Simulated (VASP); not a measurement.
Input of a VASP 6.6.1 run:

The input INCAR:

```
PREC = Accurate ; ENCUT = 520
EDIFF = 1E-6 ; ISMEAR = 1
SIGMA = 0.1 ; LREAL = False
LASPH = True ; NELM = 60
ALGO = Normal ; ISIF = 2
LWAVE = False ; LCHARG = False
GGA = PE ; NBANDS = 16
```

KPOINTS

```
regular mesh
0
Gamma
  9 9 5
```

The input POSCAR:

```
NaLa
1.0
    3.5073984546      0.0000000000      0.0000000000
   -1.7537040902      3.0374921632      0.0000000000
    0.0000000000      0.0000000000      6.3060519797
Na La
1 1
Direct
    0.0000000000      0.0000000000      0.0000000000
    0.3333333333      0.6666666667      0.5000000000
```

Potentials or basis: VASP PAW PBE potentials, release 64 (Na_pv, La).

Launch:

```bash
$ cat potpaw_PBE.64/Na_pv/POTCAR potpaw_PBE.64/La/POTCAR > POTCAR
$ mpirun -np 1 vasp_std > vasp.out
```

Q: Predict the band gap on the k mesh.

A: Zero (band 9 reaches 4.89 eV, above the bottom of band 10 at 4.35 eV).

Q: What does it give for the pressure?

A: 1.4 GPa.

Stress tensor (GPa, compression positive):
```
1.36 0.00 0.00
0.00 1.36 0.00
0.00 0.00 1.50
```

Caveat: spin-orbit coupling is left out, which moves the levels of the heavy elements.
